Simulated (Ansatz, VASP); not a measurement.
## One calculation of ZnSe, two programs

POSCAR

```
ZnSe
1.0
    0.0000000000      2.7913299312      2.7913299312
    2.7913299312      0.0000000000      2.7913299312
    2.7913299312      2.7913299312      0.0000000000
Zn Se
1 1
Direct
    0.0000000000      0.0000000000      0.0000000000
    0.2500000000      0.2500000000      0.2500000000
```

File INCAR.step1:

```
PREC = Accurate
ENCUT = 520
EDIFF = 1E-5
ISMEAR = -1
SIGMA = 0.05
LREAL = False
LASPH = True
NELM = 60
ALGO = Normal
ISIF = 2
LWAVE = True
GGA = PE
NBANDS = 16
```

Contents of INCAR.step2:

```
PREC = Accurate
ENCUT = 520
EDIFF = 1E-6
ISMEAR = -1
SIGMA = 0.05
LREAL = False
LASPH = True
NELM = 60
ALGO = Normal
ISIF = 2
LWAVE = False
LCHARG = True
GGA = PE
LHFCALC = True
HFSCREEN = 0.2079
PRECFOCK = Normal
LELF = True
LVHAR = True
ISTART = 1
NBANDS = 16
```

KPOINTS

```
Automatic mesh
0
Gamma
  4 4 4
```

Input for Ansatz:

```yaml
crystal:
  lattice:
    - [0.0, 2.791329931248, 2.791329931248]
    - [2.791329931248, 0.0, 2.791329931248]
    - [2.791329931248, 2.791329931248, 0.0]
  atoms:
    - { symbol: Zn, position: [0.0, 0.0, 0.0] }
    - { symbol: Se, position: [0.25, 0.25, 0.25] }
kpoints:
  mp_grid: { grid: [4, 4, 4] }
hamiltonian:
  xc: hse06
  pseudopotentials: { kind: paw }
scf:
  occupations: { method: fermi_dirac, width: 0.05 }
  convergence: { dr2_threshold: "1e-10 eV" }
  exx: { energy_threshold: "2e-8 eV", singularity: regularized }
output:
  forces: true
  stress: true
  eigenvalues: true
```

Alike in both runs: task single point; functional HSE06; k mesh 4 × 4 × 4; occupations fermi-dirac, width 0.05 eV; no spin polarisation.

|  | VASP | Ansatz |
| --- | --- | --- |
| version | VASP 6.6.1 | Ansatz 0.2.0 development build |
| potentials or method | VASP PAW PBE potentials, release 64 (Zn, Se) | plane waves, PAW datasets (generated soft set 1) |
| plane-wave cutoff (eV) | 520 | 420 |
| valence electrons in the cell | 18 | 28 |

```tsv
	VASP	Ansatz	Ansatz less VASP
gap on the k mesh at the Fermi level (eV)	2.64	2.64	+0.006
```

With one functional, cell and mesh, what is left measures potentials, basis and numerics. VASP's potentials hold 18 valence electrons a cell and Ansatz's 28, so a difference there can come from the potentials and not from the codes.

The k mesh is coarse, so the values compare programs but aren't converged.
